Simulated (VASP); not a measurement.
# NaTiO3 (Pm-3m) in VASP: relaxation of cell and atoms with LDA

Aim: the relaxation of cell and atoms of NaTiO3 with LDA.

Program: VASP 6.6.1. These are calculated values, not measurements. Logs are shortened: lines on timing, memory, paths and dates and some standing lists are left out, and cuts for length are marked.

### Step 1. The cell of the first run

Symmetry: Pm-3m, No. 221, cubic system. Conventional cell: a = 3.900 Å, b = 3.900 Å, c = 3.900 Å, α = 90.00°, β = 90.00°, γ = 90.00°. Na (site symmetry m-3m) has 12 O at 2.76 Å and 8 Ti at 3.38 Å within 3.6 Å. Within 2.6 Å of Ti (site symmetry m-3m) lie 6 O at 1.95 Å. Within 2.6 Å of O (site symmetry 4/mmm) lie 2 Ti at 1.95 Å.

### Step 2. Relaxation of cell and atoms, LDA, collinear spin

INCAR reads:

```
ALGO = Normal ; EDIFF = 1E-6
EDIFFG = -0.01 ; ENCUT = 600
GGA = CA ; IBRION = 2
ISIF = 3 ; ISMEAR = -1
ISPIN = 2 ; LASPH = True
LCHARG = False ; LMAXMIX = 4
LORBIT = 11 ; LREAL = False
LWAVE = False ; MAGMOM = 0 0.5 0 0 0
NELM = 150 ; NSW = 80
PREC = Accurate ; SIGMA = 0.1
```

KPOINTS reads:

```
k-points
0
Gamma
  6 6 6
```

POSCAR reads:

```
NaTiO3
1.0
    3.9000000000      0.0000000000      0.0000000000
    0.0000000000      3.9000000000      0.0000000000
    0.0000000000      0.0000000000      3.9000000000
Na Ti O
1 1 3
Direct
    0.0000000000      0.0000000000      0.0000000000
    0.5000000000      0.5000000000      0.5000000000
    0.5000000000      0.5000000000      0.0000000000
    0.0000000000      0.5000000000      0.5000000000
    0.5000000000      0.0000000000      0.5000000000
```

Potentials or basis: VASP PAW LDA potentials, release 64 (Na_pv, Ti_sv, O).

The run is started by

```
> cat potpaw_LDA.64/Na_pv/POTCAR potpaw_LDA.64/Ti_sv/POTCAR potpaw_LDA.64/O/POTCAR > POTCAR
> mpirun -np 1 vasp_std > vasp.out
```

OUTCAR:

```text
EDIFF = 1E-6
   EDIFFG = -0.01
   ENCUT = 600
   GGA = CA
   IBRION = 2
   ISIF = 3
   ISMEAR = -1
   ISPIN = 2
   LASPH = True
   LORBIT = 11
   LREAL = False
   NELM = 150
   NSW = 80
   PREC = Accurate

 ion  position               nearest neighbor table
   1  0.000  0.000  0.000-
   2  0.500  0.500  0.500-   3 1.95   4 1.95   5 1.95   3 1.95   5 1.95   4 1.95
   3  0.500  0.500  0.000-   2 1.95   2 1.95
   4  0.000  0.500  0.500-   2 1.95   2 1.95
   5  0.500  0.000  0.500-   2 1.95   2 1.95

  LATTYP: Found a simple cubic cell.
 ALAT       =     3.9000000000

  Lattice vectors:

 A1 = (   3.9000000000,   0.0000000000,   0.0000000000)
 A2 = (   0.0000000000,   3.9000000000,   0.0000000000)
 A3 = (   0.0000000000,   0.0000000000,   3.9000000000)

Analysis of symmetry for initial positions (statically):
=====================================================================
 Subroutine PRICEL returns:
 Original cell was already a primitive cell.

 Routine SETGRP: Setting up the symmetry group for a
 simple cubic supercell.

 Subroutine GETGRP returns: Found 48 space group operations
 (whereof 48 operations were pure point group operations)
 out of a pool of 48 trial point group operations.

The static configuration has the point symmetry O_h .

Analysis of symmetry for dynamics (positions and initial velocities):
=====================================================================
 Subroutine PRICEL returns:
 Original cell was already a primitive cell.

 Routine SETGRP: Setting up the symmetry group for a
 simple cubic supercell.

 Subroutine GETGRP returns: Found 48 space group operations
 (whereof 48 operations were pure point group operations)
 out of a pool of 48 trial point group operations.

The dynamic configuration has the point symmetry O_h .

Analysis of structural, dynamic, and magnetic symmetry:
=====================================================================
 Subroutine PRICEL returns:
 Original cell was already a primitive cell.

 Routine SETGRP: Setting up the symmetry group for a
 simple cubic supercell.

 Subroutine GETGRP returns: Found 48 space group operations
 (whereof 48 operations were pure point group operations)
 out of a pool of 48 trial point group operations.

The overall configuration has the point symmetry O_h .

 Subroutine INISYM returns: Found 48 space group operations
 (whereof 48 operations are pure point group operations),
 and found     1 'primitive' translations

----------------------------------------------------------------------------------------

                                     Primitive cell

  volume of cell :      59.3190

  direct lattice vectors                    reciprocal lattice vectors
     3.900000000  0.000000000  0.000000000     0.256410256  0.000000000  0.000000000
     0.000000000  3.900000000  0.000000000     0.000000000  0.256410256  0.000000000
     0.000000000  0.000000000  3.900000000     0.000000000  0.000000000  0.256410256

  length of vectors
     3.900000000  3.900000000  3.900000000     0.256410256  0.256410256  0.256410256

  position of ions in fractional coordinates (direct lattice)
     0.000000000  0.000000000  0.000000000
     0.500000000  0.500000000  0.500000000
     0.500000000  0.500000000  0.000000000
     0.000000000  0.500000000  0.500000000
     0.500000000  0.000000000  0.500000000

  ion indices of the primitive-cell ions
   primitive index   ion index
                 1           1
                 2           2
                 3           3
                 4           4
                 5           5

----------------------------------------------------------------------------------------

 KPOINTS: k-points

Automatic generation of k-mesh.
 Grid dimensions read from file:
 generate k-points for:    6    6    6

 Generating k-lattice:

  Cartesian coordinates                     Fractional coordinates (reciprocal lattice)
     0.042735043  0.000000000  0.000000000     0.166666667  0.000000000  0.000000000
     0.000000000  0.042735043  0.000000000     0.000000000  0.166666667  0.000000000
     0.000000000  0.000000000  0.042735043     0.000000000  0.000000000  0.166666667

  Length of vectors
     0.042735043  0.042735043  0.042735043

  Shift w.r.t. Gamma in fractional coordinates (k-lattice)
     0.000000000  0.000000000  0.000000000

 Subroutine IBZKPT returns following result:
 ===========================================

 Found     20 irreducible k-points:

 Following reciprocal coordinates:
            Coordinates               Weight
  0.000000  0.000000  0.000000      1.000000
  0.166667  0.000000  0.000000      6.000000
  0.333333  0.000000  0.000000      6.000000
  0.500000  0.000000  0.000000      3.000000
  0.166667  0.166667  0.000000     12.000000
  0.333333  0.166667  0.000000     24.000000
[... 12 lines left out ...]
  0.500000  0.500000  0.333333      6.000000
  0.500000  0.500000  0.500000      1.000000
   k-points           NKPTS =     20   k-points in BZ     NKDIM =     20   number of bands    NBANDS=     22
   number of dos      NEDOS =    301   number of ions     NIONS =      5
   total plane-waves  NPLWV =  32768
   dimension x,y,z NGX =    32 NGY =   32 NGZ =   32
   dimension x,y,z NGXF=    64 NGYF=   64 NGZF=   64
   ions per type =               1   1   3
   NGX,Y,Z   is equivalent  to a cutoff of  13.64, 13.64, 13.64 a.u.
   NGXF,Y,Z  is equivalent  to a cutoff of  27.28, 27.28, 27.28 a.u.
 SYSTEM =  unknown system
   PREC   = accura    normal or accurate (medium, high low for compatibility)
   ISTART =      0    job   : 0-new  1-cont  2-samecut
   ICHARG =      2    charge: 1-file 2-atom 10-const
   ISPIN  =      2    spin polarized calculation?
   LNONCOLLINEAR =      F non collinear calculations
   LSORBIT =      F    spin-orbit coupling
   LASPH  =      T    aspherical Exc in radial PAW
   ENCUT  =  600.0 eV  44.10 Ry    6.64 a.u.   7.79  7.79  7.79*2*pi/ulx,y,z
   NELM   =    150;   NELMIN=  2; NELMDL= -5     # of ELM steps
   EDIFF  = 0.1E-05   stopping-criterion for ELM
   LREAL  =      F    real-space projection
   EDIFFG = -.1E-01   stopping-criterion for IOM
   NSW    =     80    number of steps for IOM
   IBRION =      2    ionic relax: 0-MD 1-quasi-New 2-CG
   NFREE  =      1    steps in history (QN), initial steepest desc. (CG)
   ISIF   =      3    stress and relaxation
   ISYM   =      2    0-nonsym 1-usesym 2-fastsym
   POTIM  = 0.5000    time-step for ionic-motion
   TEBEG  =    0.0;   TEEND  =   0.0 temperature during run
   PSTRESS=    0.0 pullay stress
   NELECT =      37.0000    total number of electrons
   NUPDOWN=      -1.0000    fix difference up-down
   EMIN   =  10.00;   EMAX   =-10.00  energy-range for DOS
   EFERMI =   0.00;   METHOD = LEGACY
   ISMEAR =    -1;   SIGMA  =   0.10  broadening in eV -4-tet -1-fermi 0-gaus
   EFERMI_NEDOS =   21; number of points for ismear=-14 and -15
   IALGO  =     38    algorithm
   IMIX   =      4    mixing-type and parameters
     AMIX     =   0.40;   BMIX     =  1.00
     AMIX_MAG =   1.60;   BMIX_MAG =  1.00
  volume/ion in A,a.u.               =      11.86        80.06
  Fermi-wavevector in a.u.,A,eV,Ry     =   1.398763  2.643279 26.620314  1.956538
  Thomas-Fermi vector in A             =   2.521889
   LORBIT       =     11    0 simple, 1 ext, 2 COOP (PROOUT), +10 PAW based schemes
   GGA     = CA    functional components
   LHFCALC =     F    Hartree Fock is set to
   AEXX    =    0.0000 exact exchange contribution
   IVDW    =     0    specifies the selected vdW correction
   LEPSILON=     F    determine dielectric tensor
   LRPA    =     F    only Hartree local field effects (RPA)
 conjugate gradient relaxation of ions
 spin polarized calculation
  energy-cutoff  :      600.00
  volume of cell :       59.32
 maximum number of plane-waves:      2008
 NGX is ok and might be reduce to    32
   NGX = 15   NGY = 15   NGZ = 15

--------------------------------------- Ionic step        1  -------------------------------------------

 number of electron      36.9999982 magnetization      -0.0468063

 number of electron      36.9999988 magnetization       0.0092254

 Free energy of the ion-electron system (eV)
  ---------------------------------------------------
  ext. energy  EPLUGINS =         0.00000000
  ---------------------------------------------------
  free energy    TOTEN  =       -38.56806969 eV

  energy without entropy =      -38.47193822  energy(sigma->0) =      -38.52000396

------------------------ aborting loop because EDIFF is reached ----------------------------------------

  FORCE on cell =-STRESS in cart. coord.  units (eV):
  Direction    XX          YY          ZZ          XY          YZ          ZX
  --------------------------------------------------------------------------------------
  -------------------------------------------------------------------------------------
  Total       -3.7383891     -3.7383891     -3.7383891     -0.0000000      0.0000000     -0.0000000
  in kB     -100.9720717   -100.9720717   -100.9720717     -0.0000000      0.0000000     -0.0000000
  external PRESSURE =    -100.9720717 kB  Pullay stress =       0.0000000 kB
[... 63 lines left out ...]
  energy  without entropy=      -38.5466240349  energy(sigma->0) =      -38.59259815

--------------------------------------- Ionic step        3  -------------------------------------------

 number of electron      37.0000016 magnetization       0.0006171

 Free energy of the ion-electron system (eV)
  ---------------------------------------------------
  ext. energy  EPLUGINS =         0.00000000
  ---------------------------------------------------
  free energy    TOTEN  =       -38.69677054 eV

  energy without entropy =      -38.60392367  energy(sigma->0) =      -38.65034710

 E-fermi :   2.2906     XC(G=0): -11.2096

 val. band max:        2.2845578350   @ k =   0.3333   0.3333   0.1667
 cond. band min:       2.3293134950   @ k =   0.5000   0.3333   0.3333
 fundamental gap:      0.0447556600
 Fermi energy:         2.2906414211

 spin component 1

 k-point     1 :       0.0000    0.0000    0.0000
  band No.  band energies     occupation
      1     -52.7978      1.00000
      2     -29.4861      1.00000
      3     -29.4861      1.00000
      4     -29.4861      1.00000
      5     -18.8493      1.00000
      6     -18.8493      1.00000
[... 473 lines left out ...]
      5     -18.8660      1.00000
      6     -18.8660      1.00000
[... 14 lines left out ...]
     21       7.5209      0.00000
     22       7.5209      0.00000
 Fermi energy:         2.2906414211

 spin component 2

 k-point     1 :       0.0000    0.0000    0.0000
  band No.  band energies     occupation
      1     -52.7978      1.00000
      2     -29.4862      1.00000
      3     -29.4862      1.00000
      4     -29.4862      1.00000
      5     -18.8493      1.00000
      6     -18.8493      1.00000
[... 521 lines left out ...]
  FREE ENERGIE OF THE ION-ELECTRON SYSTEM (eV)
  ---------------------------------------------------
  free  energy   TOTEN  =       -38.6967705365 eV

  energy  without entropy=      -38.6039236712  energy(sigma->0) =      -38.65034710

 reached required accuracy - stopping structural energy minimisation

 total charge

# of ion       s       p       d       tot
------------------------------------------
    1        0.037   5.976   0.000   6.012
    2        2.254   6.374   1.849  10.477
    3        1.567   3.401   0.000   4.968
    4        1.567   3.401   0.000   4.968
    5        1.567   3.401   0.000   4.968
--------------------------------------------------
tot          6.991  22.554   1.849  31.394

 magnetization (x)

# of ion       s       p       d       tot
------------------------------------------
    1       -0.000  -0.000   0.000  -0.000
    2       -0.000  -0.000  -0.000  -0.000
    3        0.000   0.000   0.000   0.000
    4        0.000   0.000   0.000   0.000
    5        0.000   0.000   0.000   0.000
--------------------------------------------------
tot          0.000   0.001  -0.000   0.000
```

Run time: 42 s. Hardware: 1 thread of Intel Xeon 6975P-C (Granite Rapids), shared host; peak memory 0.2 GiB.

Results:

- Free energy: -38.6968 eV
- Relaxed volume: 11.10 Å³/atom
- Relaxed cell: a = 3.814 Å, b = 3.814 Å, c = 3.814 Å, α = 90.00°, β = 90.00°, γ = 90.00°
- Space group after relaxing (to 0.1 Å): Pm-3m (No. 221)
- Energy gained by relaxing: 25.7 meV/atom
- Ionic steps: 3
- Pressure after relaxing: 0.0 GPa
- Net moment: 0.00 μB per cell
- Valence electrons inside the program's atomic spheres: Na 6.01; Ti 10.48; O 4.97

Step by step:
```tsv
step	energy change (eV)	largest force (eV/Å)	pressure (GPa)	volume (Å³)
1	0.0000	0.0000	-10.10	59.32
2	-0.0705	0.0000	8.28	53.13
3	-0.1287	0.0000	-0.02	55.48
```

Final structure:
```cif
data_structure
_symmetry_space_group_name_H-M 'P 1'
_symmetry_Int_Tables_number 1
_cell_length_a 3.8141
_cell_length_b 3.8141
_cell_length_c 3.8141
_cell_angle_alpha 90.000
_cell_angle_beta 90.000
_cell_angle_gamma 90.000
_cell_volume 55.48
loop_
_atom_site_label
_atom_site_type_symbol
_atom_site_fract_x
_atom_site_fract_y
_atom_site_fract_z
_atom_site_occupancy
Na1 Na 0.00000 0.00000 0.00000 1
Ti1 Ti 0.50000 0.50000 0.50000 1
O1 O 0.50000 0.50000 0.00000 1
O2 O 0.00000 0.50000 0.50000 1
O3 O 0.50000 0.00000 0.50000 1
```

Levels at points of the mesh, in eV from the Fermi level:
Spin up:
| k point | band 15 | band 16 | band 17 | band 18 | band 19 | band 20 | band 21 | band 22 |
| --- | --- | --- | --- | --- | --- | --- | --- | --- |
| (0.00, 0.00, 0.00) | -0.76 | -0.76 | -0.15 | -0.15 | -0.15 | 2.59 | 2.59 | 2.59 |
| (0.50, 0.00, 0.00) | -2.19 | -2.19 | -1.19 | -0.31 | -0.31 | 2.65 | 4.52 | 4.52 |
| (0.50, 0.50, 0.00) | -2.25 | -1.64 | -1.64 | -1.34 | 0.37 | 4.53 | 4.53 | 5.20 |
| (0.50, 0.50, 0.50) | -4.15 | -4.15 | 0.40 | 0.40 | 0.40 | 5.23 | 5.23 | 5.23 |
Spin down:
```tsv
k point	band 15	band 16	band 17	band 18	band 19	band 20	band 21	band 22
(0.00, 0.00, 0.00)	-0.76	-0.76	-0.15	-0.15	-0.15	2.59	2.59	2.59
(0.50, 0.00, 0.00)	-2.19	-2.19	-1.19	-0.31	-0.31	2.65	4.52	4.52
(0.50, 0.50, 0.00)	-2.25	-1.64	-1.64	-1.34	0.37	4.53	4.53	5.20
(0.50, 0.50, 0.50)	-4.15	-4.15	0.40	0.40	0.40	5.23	5.23	5.23
```

Caveat: semilocal functionals often make such compounds metallic where correlation or magnetic order opens a gap, which also shifts bond lengths.
